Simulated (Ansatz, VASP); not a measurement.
# ZnS in VASP and in Ansatz

Contents of POSCAR:

```
ZnS
1.0
    0.0000000000      2.2076215073      2.2076215073
    2.2076215073      0.0000000000      2.2076215073
    2.2076215073      2.2076215073      0.0000000000
Zn S
1 1
Direct
    0.0000000000      0.0000000000      0.0000000000
    0.2500000000      0.2500000000      0.2500000000
```

Contents of INCAR.step1:

```
SYSTEM = ZnS
  ALGO = Normal
  EDIFF = 1E-4
  ENCUT = 520
  GGA = PE
  ISMEAR = -1
  LASPH = .TRUE.
  LCHARG = .FALSE.
  LREAL = .FALSE.
  LWAVE = .TRUE.
  NBANDS = 16
  NELM = 60
  PREC = Accurate
  SIGMA = 0.05
```

Contents of INCAR.step2:

```
SYSTEM = ZnS
  ALGO = Normal
  EDIFF = 1E-6
  ENCUT = 520
  ISIF = 2
  ISMEAR = -1
  ISTART = 1
  LASPH = .TRUE.
  LCHARG = .TRUE.
  LELF = .TRUE.
  LMIXTAU = .TRUE.
  LREAL = .FALSE.
  LVHAR = .TRUE.
  LWAVE = .FALSE.
  METAGGA = R2SCAN
  NBANDS = 16
  NELM = 60
  PREC = Accurate
  SIGMA = 0.05
```

File KPOINTS:

```
k-points
0
G
  12 12 12
  0 0 0
```

Input for Ansatz:

```yaml
crystal:
  lattice:
    - [0.0, 2.2076215073, 2.2076215073]
    - [2.2076215073, 0.0, 2.2076215073]
    - [2.2076215073, 2.2076215073, 0.0]
  atoms:
    - { symbol: Zn, position: [0.0, 0.0, 0.0] }
    - { symbol: S, position: [0.25, 0.25, 0.25] }
kpoints:
  mp_grid: { grid: [12, 12, 12] }
  band_path:
    path:
      - [0.0, 0.0, 0.0]
      - [-0.5, -0.5, 0.0]
      - [-0.375, -0.375, 0.25]
      - [-0.375, 0.0, 0.375]
      - [0.0, 0.0, 0.0]
      - [0.0, 0.0, 0.5]
      - [-0.5, -0.25, 0.25]
      - [-0.5, -0.5, 0.0]
    npoints: 8
scf:
  occupations: { method: fermi_dirac, width: 0.05 }
hamiltonian:
  xc: r2scan
  pseudopotentials: { kind: paw }
output:
  forces: true
  stress: true
  eigenvalues: true
  populations: true
  dos: { projected: true, de: 0.2, e_range: [-14, 8] }
```

Change from the starting cell: volume scaled by 0.55, PAW files.

Alike in both runs: task single point; functional r2SCAN; k mesh 12 × 12 × 12; occupations fermi-dirac, width 0.05 eV; no spin polarisation.

```csv
,VASP,Ansatz
version,VASP 6.6.1,Ansatz 0.2.0
potentials or method,"VASP PAW PBE potentials, release 64 (Zn, S)","PAW with Ansatz's default frozen-core files, scalar-relativistic"
plane-wave cutoff (eV),520,500
valence electrons in the cell,18,18
```

|  | VASP | Ansatz | Ansatz less VASP |
| --- | --- | --- | --- |
| pressure (GPa) | 174.6 | 172.6 | -2.05 |

VASP's potentials were made for PBE, not for r2SCAN. Both programs put the cell under a high pressure, so it lies far from rest at this level. With one functional, cell and mesh, what is left measures potentials, basis and numerics.

Noted on VASP's run: the cell as given lies far from equilibrium.
